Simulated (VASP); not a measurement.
# MoS2 (R3m) in VASP: notebook, part 2 of 2

VASP 6.6.1.

### 3 Single point, r2SCAN

POSCAR

```
MoS2
1.0
    1.5745333700      0.9090538500      6.1287216500
   -1.5745333700      0.9090538500      6.1287216500
    0.0000000000     -1.8181176700      6.1287216500
Mo S
1 2
Direct
    0.0000000000      0.0000000000      0.0000000000
    0.2500000000      0.2500000000      0.2500000000
    0.4170000000      0.4170000000      0.4170000000
```

INCAR.step1

```
SYSTEM = MoS2
PREC = Accurate ; ENCUT = 520
ISMEAR = -1 ; SIGMA = 0.0368
LREAL = .FALSE. ; LASPH = .TRUE.
NELM = 100 ; NBANDS = 20
GGA = PE ; ALGO = Normal
EDIFF = 1E-4 ; LWAVE = .TRUE.
LCHARG = .FALSE.
```

INCAR.step2

```
SYSTEM = MoS2
PREC = Accurate ; ENCUT = 520
EDIFF = 1E-6 ; ISMEAR = -1
SIGMA = 0.0368 ; LREAL = .FALSE.
LASPH = .TRUE. ; NELM = 100
ALGO = Normal ; ISIF = 2
LWAVE = .FALSE. ; LCHARG = .FALSE.
METAGGA = R2SCAN ; LMIXTAU = .TRUE.
NBANDS = 20 ; ISTART = 1
```

KPOINTS

```
Automatic mesh
0
G
  7 7 7
  0 0 0
```

Potentials or basis: VASP PAW PBE potentials, release 64 (Mo_sv, S).

Run with:

```
> cat potpaw_PBE.64/Mo_sv/POTCAR potpaw_PBE.64/S/POTCAR > POTCAR
> cp INCAR.step1 INCAR
> mpirun -np 1 vasp_std > vasp.out
> cp INCAR.step2 INCAR
> mpirun -np 1 vasp_std > vasp.out
```

OUTCAR:

```text
SYSTEM = MoS2
   PREC = Accurate
   ENCUT = 520
   EDIFF = 1E-6
   ISMEAR = -1
   LREAL = .FALSE.
   LASPH = .TRUE.
   NELM = 100
   ISIF = 2
   METAGGA = R2SCAN
   ISTART = 1

 ion  position               nearest neighbor table
   1  0.000  0.000  0.000-   2 2.38   2 2.38   2 2.38   3 2.38   3 2.38   3 2.38
   2  0.250  0.250  0.250-   1 2.38   1 2.38   1 2.38
   3  0.417  0.417  0.417-   1 2.38   1 2.38   1 2.38

  LATTYP: Found a trigonal (rhomboedric) cell.
 ALAT       =     6.3927117328
 COS(alpha) =     0.8786713146

  Lattice vectors:

 A1 = (   1.5745333700,   0.9090538500,   6.1287216500)
 A2 = (  -1.5745333700,   0.9090538500,   6.1287216500)
 A3 = (   0.0000000000,  -1.8181176700,   6.1287216500)

Analysis of symmetry for initial positions (statically):
=====================================================================
 Subroutine PRICEL returns:
 Original cell was already a primitive cell.

 Routine SETGRP: Setting up the symmetry group for a
 trigonal (rhombohedral) supercell.

 Subroutine GETGRP returns: Found  6 space group operations
 (whereof  6 operations were pure point group operations)
 out of a pool of 12 trial point group operations.

The static configuration has the point symmetry C_3v.

Analysis of symmetry for dynamics (positions and initial velocities):
=====================================================================
 Subroutine PRICEL returns:
 Original cell was already a primitive cell.

 Routine SETGRP: Setting up the symmetry group for a
 trigonal (rhombohedral) supercell.

 Subroutine GETGRP returns: Found  6 space group operations
 (whereof  6 operations were pure point group operations)
 out of a pool of 12 trial point group operations.

[... 108 lines left out ...]
   ISIF   =      2    stress and relaxation
   ISYM   =      2    0-nonsym 1-usesym 2-fastsym
   POTIM  = 0.5000    time-step for ionic-motion
   TEBEG  =    0.0;   TEEND  =   0.0 temperature during run
   PSTRESS=    0.0 pullay stress
   NELECT =      26.0000    total number of electrons
   NUPDOWN=      -1.0000    fix difference up-down
   EMIN   =  10.00;   EMAX   =-10.00  energy-range for DOS
   EFERMI =   0.00;   METHOD = LEGACY
   ISMEAR =    -1;   SIGMA  =   0.04  broadening in eV -4-tet -1-fermi 0-gaus
   EFERMI_NEDOS =   21; number of points for ismear=-14 and -15
   IALGO  =     38    algorithm
   IMIX   =      4    mixing-type and parameters
     AMIX     =   0.40;   BMIX     =  1.00
     AMIX_MAG =   1.60;   BMIX_MAG =  1.00
  volume/ion in A,a.u.               =      17.54       118.40
  Fermi-wavevector in a.u.,A,eV,Ry     =   1.294130  2.445551 22.786660  1.674772
  Thomas-Fermi vector in A             =   2.425732
   LORBIT       =      0    0 simple, 1 ext, 2 COOP (PROOUT), +10 PAW based schemes
   METAGGA = R2SCAN    functional components
   LHFCALC =     F    Hartree Fock is set to
   AEXX    =    0.0000 exact exchange contribution
   IVDW    =     0    specifies the selected vdW correction
   LEPSILON=     F    determine dielectric tensor
   LRPA    =     F    only Hartree local field effects (RPA)
 non-spin polarized calculation
  energy-cutoff  :      520.00
  volume of cell :       52.63
 maximum number of plane-waves:      1432
   NGX = 23   NGY = 23   NGZ = 23

 number of electron      25.9999998 magnetization

 Free energy of the ion-electron system (eV)
  ---------------------------------------------------
  ext. energy  EPLUGINS =         0.00000000
  ---------------------------------------------------
  free energy    TOTEN  =       -44.99450224 eV

  energy without entropy =      -44.99450224  energy(sigma->0) =      -44.99450224

 E-fermi :   8.2447     XC(G=0): -11.5731

 val. band max:        7.6811681813   @ k =   0.4286   0.4286   0.4286
 cond. band min:       8.8706021050   @ k =  -0.1429   0.1429   0.0000
 fundamental gap:      1.1894339236
 Fermi energy:         8.2446569238

 k-point     1 :       0.0000    0.0000    0.0000
  band No.  band energies     occupation
      1     -55.8482      2.00000
      2     -29.2975      2.00000
      3     -29.0477      2.00000
      4     -29.0477      2.00000
      5      -8.2221      2.00000
      6      -6.3845      2.00000
[... 541 lines left out ...]
     19      17.0204      0.00000
     20      17.1715      0.00000

 [... further k-points ...]
[... 5 lines left out ...]
  --------------------------------------------------------------------------------------
  -------------------------------------------------------------------------------------
  Total        1.8706520      1.8706517      2.1824416      0.0000000     -0.0000012      0.0000000
  in kB       56.9428738     56.9428623     66.4337862      0.0000000     -0.0000360      0.0000000
  external PRESSURE =      60.1065074 kB  Pullay stress =       0.0000000 kB

 VOLUME and BASIS-vectors are now :
 -----------------------------------------------------------------------------
  energy-cutoff  :      520.00
  volume of cell :       52.63
      direct lattice vectors                 reciprocal lattice vectors
     1.574533370  0.909053850  6.128721650     0.317554400  0.183340137  0.054388821
    -1.574533370  0.909053850  6.128721650    -0.317554400  0.183340137  0.054388821
     0.000000000 -1.818117670  6.128721650     0.000000000 -0.366680274  0.054388522

 POSITION                                       TOTAL-FORCE (eV/Angst)
 -----------------------------------------------------------------------------------
      0.00000      0.00000      0.00000         0.000000     -0.000000      0.089359
      0.00000     -0.00000      4.59654         0.000000      0.000000     -0.549399
      0.00000     -0.00000      7.66703         0.000000     -0.000000      0.460040
 -----------------------------------------------------------------------------------
    total drift:                                0.000000     -0.000003      0.000056

  FREE ENERGIE OF THE ION-ELECTRON SYSTEM (eV)
  ---------------------------------------------------
  free  energy   TOTEN  =       -44.9945022395 eV

  energy  without entropy=      -44.9945022361  energy(sigma->0) =      -44.99450224
```

OUTCAR.step1:

```text
SYSTEM = MoS2
   PREC = Accurate
   ENCUT = 520
   ISMEAR = -1
   LREAL = .FALSE.
   LASPH = .TRUE.
   NELM = 100
[... 775 lines left out ...]
      0.00000      0.00000      0.00000         0.000000     -0.000000      0.088850
      0.00000     -0.00000      4.59654         0.000000      0.000000     -0.687063
      0.00000     -0.00000      7.66703         0.000000     -0.000000      0.598212
 -----------------------------------------------------------------------------------
    total drift:                                0.000000     -0.000003      0.000113

  FREE ENERGIE OF THE ION-ELECTRON SYSTEM (eV)
  ---------------------------------------------------
  free  energy   TOTEN  =       -21.7690993886 eV

  energy  without entropy=      -21.7690993753  energy(sigma->0) =      -21.76909938
```

Run time: 9.4 min. Hardware: 1 thread of AMD EPYC 7R43 (Zen 3), shared host; peak memory 0.33 GiB.

Results:

| Property | Result |
| --- | --- |
| Free energy | -44.9945 eV |
| Pressure | 6.0 GPa |
| Largest force | 0.549 eV/Å |
| Band gap on the k mesh | 1.19 eV, indirect (least direct gap 2.29 eV) |

Forces on the atoms (eV/Å):
```
Mo   0.000  0.000  0.089
S    0.000  0.000 -0.549
S    0.000  0.000  0.460
```

Caveat: the PAW data sets were made with another functional, which shifts forces and pressure a little.

### 4 Single point, r2SCAN

POSCAR is that of step 3.

INCAR.step1

```
SYSTEM = MoS2
  ALGO = Normal
  EDIFF = 1E-4
  ENCUT = 520
  GGA = PE
  ISMEAR = -5
  LASPH = .TRUE.
  LCHARG = .FALSE.
  LREAL = .FALSE.
  LWAVE = .TRUE.
  NBANDS = 20
  NELM = 80
  PREC = Accurate
  SIGMA = 0.1
```

INCAR.step2

```
SYSTEM = MoS2
  ALGO = Normal
  EDIFF = 1E-7
  ENCUT = 520
  ISIF = 2
  ISMEAR = -5
  ISTART = 1
  LASPH = .TRUE.
  LCHARG = .TRUE.
  LELF = .TRUE.
  LMIXTAU = .TRUE.
  LREAL = .FALSE.
  LVHAR = .TRUE.
  LWAVE = .FALSE.
  METAGGA = R2SCAN
  NBANDS = 20
  NELM = 80
  PREC = Accurate
  SIGMA = 0.1
```

KPOINTS

```
Automatic mesh
0
Gamma
  7 7 7
  0.5 0.5 0.5
```

Potentials or basis: VASP PAW PBE potentials, release 64 (Mo_sv, S).

Run with:

```
> cat potpaw_PBE.64/Mo_sv/POTCAR potpaw_PBE.64/S/POTCAR > POTCAR
> cp INCAR.step1 INCAR
> mpirun -np 1 vasp_std > vasp.out
> cp INCAR.step2 INCAR
> mpirun -np 1 vasp_std > vasp.out
```

OUTCAR:

```text
SYSTEM = MoS2
   EDIFF = 1E-7
   ENCUT = 520
   ISIF = 2
   ISMEAR = -5
   ISTART = 1
   LASPH = .TRUE.
   LREAL = .FALSE.
   METAGGA = R2SCAN
   NELM = 80
   PREC = Accurate

 ion  position               nearest neighbor table
   1  0.000  0.000  0.000-   2 2.38   2 2.38   2 2.38   3 2.38   3 2.38   3 2.38
   2  0.250  0.250  0.250-   1 2.38   1 2.38   1 2.38
   3  0.417  0.417  0.417-   1 2.38   1 2.38   1 2.38

  LATTYP: Found a trigonal (rhomboedric) cell.
 ALAT       =     6.3927117328
 COS(alpha) =     0.8786713146

  Lattice vectors:

[... 738 lines left out ...]
     19      16.3292      0.00000
     20      16.7175      0.00000

 [... further k-points ...]
[... 5 lines left out ...]
  --------------------------------------------------------------------------------------
  -------------------------------------------------------------------------------------
  Total        1.8732595      1.8732591      2.1836257      0.0000000     -0.0000012      0.0000000
  in kB       57.0222442     57.0222326     66.4698286      0.0000000     -0.0000360      0.0000000
  external PRESSURE =      60.1714351 kB  Pullay stress =       0.0000000 kB

 VOLUME and BASIS-vectors are now :
 -----------------------------------------------------------------------------
  energy-cutoff  :      520.00
  volume of cell :       52.63
      direct lattice vectors                 reciprocal lattice vectors
     1.574533370  0.909053850  6.128721650     0.317554400  0.183340137  0.054388821
    -1.574533370  0.909053850  6.128721650    -0.317554400  0.183340137  0.054388821
     0.000000000 -1.818117670  6.128721650     0.000000000 -0.366680274  0.054388522

 POSITION                                       TOTAL-FORCE (eV/Angst)
 -----------------------------------------------------------------------------------
      0.00000      0.00000      0.00000         0.000000     -0.000000      0.089342
      0.00000     -0.00000      4.59654         0.000000      0.000000     -0.549249
      0.00000     -0.00000      7.66703         0.000000     -0.000000      0.459907
 -----------------------------------------------------------------------------------
    total drift:                                0.000000     -0.000003      0.000040

  FREE ENERGIE OF THE ION-ELECTRON SYSTEM (eV)
  ---------------------------------------------------
  free  energy   TOTEN  =       -44.9944981817 eV

  energy  without entropy=      -44.9944981817  energy(sigma->0) =      -44.99449818
```

OUTCAR.step1:

```text
SYSTEM = MoS2
   EDIFF = 1E-4
   ENCUT = 520
   GGA = PE
   ISMEAR = -5
   LASPH = .TRUE.
   LREAL = .FALSE.
   NELM = 80
[... 777 lines left out ...]
      0.00000      0.00000      0.00000         0.000000     -0.000000      0.088837
      0.00000     -0.00000      4.59654         0.000000      0.000000     -0.686883
      0.00000     -0.00000      7.66703         0.000000     -0.000000      0.598047
 -----------------------------------------------------------------------------------
    total drift:                                0.000000     -0.000003      0.000026

  FREE ENERGIE OF THE ION-ELECTRON SYSTEM (eV)
  ---------------------------------------------------
  free  energy   TOTEN  =       -21.7690945941 eV

  energy  without entropy=      -21.7690945941  energy(sigma->0) =      -21.76909459
```

Wall time 9.8 min (1 thread of AMD EPYC 7R43 (Zen 3), shared host); peak memory 0.34 GiB.

Results:

* Free energy: -44.9945 eV
* Pressure: 6.0 GPa
* Largest force: 0.549 eV/Å
* Band gap on the k mesh: 1.20 eV, indirect (least direct gap 2.27 eV)

Forces on the atoms (eV/Å):
```
Mo   0.000  0.000  0.089
S    0.000  0.000 -0.549
S    0.000  0.000  0.460
```

Caveat: the PAW data sets were made with another functional, which shifts forces and pressure a little. A k mesh can miss the band edges.

### 5 Overview

| level | k mesh | smearing | gap on the mesh (eV) | pressure (GPa) | largest force (eV/Å) |
| --- | --- | --- | --- | --- | --- |
| revPBE | 7 × 7 × 7 | fermi-dirac 0.0368 eV | 1.11 | 8.9 | 0.73 |
| r2SCAN | 7 × 7 × 7 | fermi-dirac 0.0368 eV | 1.19 | 6.0 | 0.55 |
| r2SCAN | 7 × 7 × 7, shifted | tetrahedron | 1.20 | 6.0 | 0.55 |

Alike in all rows: task single point; potentials or basis VASP PAW PBE potentials, release 64 (Mo_sv, S); no spin polarisation; cell as given; cutoff (eV) 520.

On the cell as given the gap runs from 1.11 eV (revPBE) to 1.20 eV (r2SCAN). The pressure there spans 6.0 GPa (r2SCAN) to 8.9 GPa (revPBE); a positive pressure means that this level wants a larger cell, a negative one a smaller.

Caveats: the PAW data sets were made with another functional, which shifts forces and pressure a little.

Total energies depend on the potentials used, so only differences within one code and one set of settings carry meaning.
